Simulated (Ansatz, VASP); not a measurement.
# One calculation of Zn, two programs

```
CELL_PARAMETERS angstrom
4.28852 0.00000 0.00000
-2.14426 3.71397 0.00000
0.00000 0.00000 2.61220
ATOMIC_POSITIONS crystal
Zn 0.00000 0.00000 0.00000
Zn 0.33333 0.66667 0.50000
Zn 0.66667 0.33333 0.50000
```

Alike in both runs: task single point; functional LDA; k mesh 10 × 10 × 14; occupations fermi-dirac, width 0.1 eV; no spin polarisation.

|  | VASP | Ansatz |
| --- | --- | --- |
| version | VASP 6.6.1 | Ansatz 0.2.0 |
| potentials or method | VASP PAW LDA potentials, release 64 (Zn), cutoff 520 eV | plane waves (420 eV) with PAW, scalar-relativistic |
| valence electrons in the cell | 36 | 36 |

```csv
,VASP,Ansatz,Ansatz less VASP
pressure (GPa),0.6,-0.1,-0.72
"traceless stress, the component that is largest in VASP (GPa)",0.69,0.70,+0.005
```

Ansatz warns that its potentials were made for another functional, while VASP's fit it. LDA's correlation is that of Perdew and Zunger in VASP and of Perdew and Wang (1992) in Ansatz.
